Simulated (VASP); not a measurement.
C, 2 atoms in the cell. It takes space group I4_1/amd (No. 141, tetragonal). The conventional cell has a = 2.525 Å, b = 2.525 Å, c = 3.625 Å, α = 90.00°, β = 90.00°, γ = 90.00°. Within 2.1 Å of C (site symmetry -4m2) lie 4 C at 1.55 Å.  This cell differs from its parent crystal: strain +0.0150 x Voigt [0, 0, 1, 0, 0, 0].

```yaml
Program: VASP 6.6.1
Task: single point
Functional: PBE
Potentials_or_basis: VASP PAW PBE potentials, release 64 (C)
Cutoff: 520 eV
k_mesh: 12 × 12 × 12
Occupations: gaussian, width 0.05 eV
Spin: no spin polarisation
Dipole_correction: no
Further_INCAR_settings: ALGO = Normal; EDIFF = 1e-06; NBANDS = 11
```

Potentials or basis: VASP PAW PBE potentials, release 64 (C).

Launch:

```bash
$ cat potpaw_PBE.64/C/POTCAR > POTCAR
$ mpirun -np 1 vasp_std > vasp.out
```

Hardware: 1 thread of Intel(R) Xeon(R) 6975P-C (Granite Rapids) (shared host).

Q: How long does it take, and how much memory?

A: Wall time 6.9 s on 1 thread of Intel(R) Xeon(R) 6975P-C (Granite Rapids), on a shared host, peak memory 0.12 GiB. Counts: scf iterations 11, k points 163.
